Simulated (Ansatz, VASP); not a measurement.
**Two plane-wave programs on Zn**

```
Zn
1.0
     2.69987    0.00000    0.00000
    -1.34993    2.33815    0.00000
     0.00000    0.00000    5.01180
Zn
2
Direct
  0.33333 0.66667 0.25000
  0.66667 0.33333 0.75000
```

Change from the starting cell: functional pbesol, volume scaled by 1.04, PAW files.

Alike in both runs: task electric field gradients; functional PBEsol; k mesh 16 × 16 × 8; occupations fermi-dirac, width 0.03 eV; no spin polarisation.

```csv
,VASP,Ansatz
version,VASP 6.6.1,Ansatz 0.2.0
potentials or method,"VASP PAW PBE potentials, release 64 (Zn)","PAW with Ansatz's default frozen-core files, scalar-relativistic"
plane-wave cutoff (eV),520,420
valence electrons in the cell,24,24
```

Ansatz gave:

- pressure (GPa): -7.7
- traceless stress, the component that is largest in VASP (GPa): 1.00
- size of Vzz on the site where it differs most (V/Å²): 35.1

**Question.** Which values does VASP return?

**Answer.** Pressure (GPa): -7.4; traceless stress, the component that is largest in VASP (GPa): 0.87; size of Vzz on the site where it differs most (V/Å²): 35.2.

VASP's potentials were made for PBE, not for PBEsol.
